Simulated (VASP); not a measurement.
Set up this calculation in VASP 6.6.1, as the native input.

| Property | Result |
| --- | --- |
| Task | electric field gradients |
| Functional | PBE |
| Potentials or basis | VASP PAW PBE potentials, release 64 (Li_sv, F) |
| Cutoff | 520 eV |
| k mesh | 16 × 16 × 16 |
| Occupations | fermi-dirac, width 0.03 eV |
| Spin | no spin polarisation |
| Dipole correction | no |
| Further INCAR settings | ALGO = Normal; EDIFF = 1e-08; NBANDS = 12 |

The structure of LiF (zincblende type) lies in POSCAR:

```
LiF
1.0
    0.0000000000      2.1970197556      2.1970197556
    2.1970197556      0.0000000000      2.1970197556
    2.1970197556      2.1970197556      0.0000000000
Li F
1 1
Direct
    0.0000000000      0.0000000000      0.0000000000
    0.2500000000      0.2500000000      0.2500000000
```

This cell differs from its parent crystal: volume scaled by 1.02.

These files were run (other wordings do the same):

INCAR

```
PREC = Accurate ; ENCUT = 520
EDIFF = 1E-8 ; ISMEAR = -1
SIGMA = 0.03 ; LREAL = False
LASPH = True ; NELM = 80
ALGO = Normal ; ISIF = 2
LWAVE = False ; LCHARG = False
GGA = PE ; LEFG = True
NBANDS = 12
```

KPOINTS

```
regular mesh
0
Gamma
  16 16 16
```

Potentials or basis: VASP PAW PBE potentials, release 64 (Li_sv, F).

Command:

```console
$ cat potpaw_PBE.64/Li_sv/POTCAR potpaw_PBE.64/F/POTCAR > POTCAR
$ mpirun -np 1 vasp_std > vasp.out
```

Results of the run:

```yaml
Band_gap_on_the_k_mesh: 7.53 eV, direct
```

Caveat: without QUAD_EFG the Cq values of the log hold for a quadrupole moment of 1 mb, not for the nuclei.

It took 24 s on 1 thread of Intel(R) Xeon(R) Platinum 8259CL CPU @ 2.50GHz (Skylake/Cascade Lake), on a shared host, peak memory 0.15 GiB.
